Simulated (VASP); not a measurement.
Crystal: ScB3S.

```
Sc B S
1.0
     3.27627    0.00000    0.00000
     0.00000    3.27627    0.00000
     0.00000    0.00000    5.57531
Sc B S
1 3 1
Direct
  0.50000 0.50000 0.50000
  0.00000 0.00000 0.36053
  0.00000 0.00000 0.63947
  0.50000 0.50000 0.00000
  0.00000 0.00000 0.00000
```

```yaml
Program: VASP 6.6.1
Task: relaxation of cell and atoms
Functional: PBE
Potentials_or_basis: VASP PAW PBE potentials, release 64 (Sc_sv, B, S)
Cutoff: 600 eV
k_mesh: 12 × 12 × 8
Occupations: gaussian, width 0.1 eV
Spin: no spin polarisation
```

At the start: pressure 0.2 GPa; volume 11.97 Å³/atom.

Problem. Where does the relaxation end?

Solution. Over 6 steps the energy falls by 3.5 meV/atom and the volume is 12.07 Å³/atom (+0.9 %); space group P4/mmm (No. 123, to 0.05 Å).

The path:
```tsv
step	energy change (eV)	largest force (eV/Å)	pressure (GPa)	volume (Å³)
1	0.0000	0.0508	0.17	59.84
2	-0.0130	0.1254	0.41	59.95
3	-0.0160	0.1792	0.67	60.02
4	-0.0145	0.3469	-0.55	60.55
5	-0.0171	0.0328	0.18	60.22
6	-0.0173	0.0005	-0.01	60.37
```

Final structure:
```xyz
5
Lattice="3.3173 0.0000 0.0000 0.0000 3.3173 0.0000 0.0000 0.0000 5.4863" Properties=species:S:1:pos:R:3 pbc="T T T"
Sc    1.6586    1.6586    2.7431
B     0.0000    0.0000    1.9707
B     0.0000    0.0000    3.5156
B     1.6586    1.6586    5.4863
S     0.0000    3.3173    5.4863
```
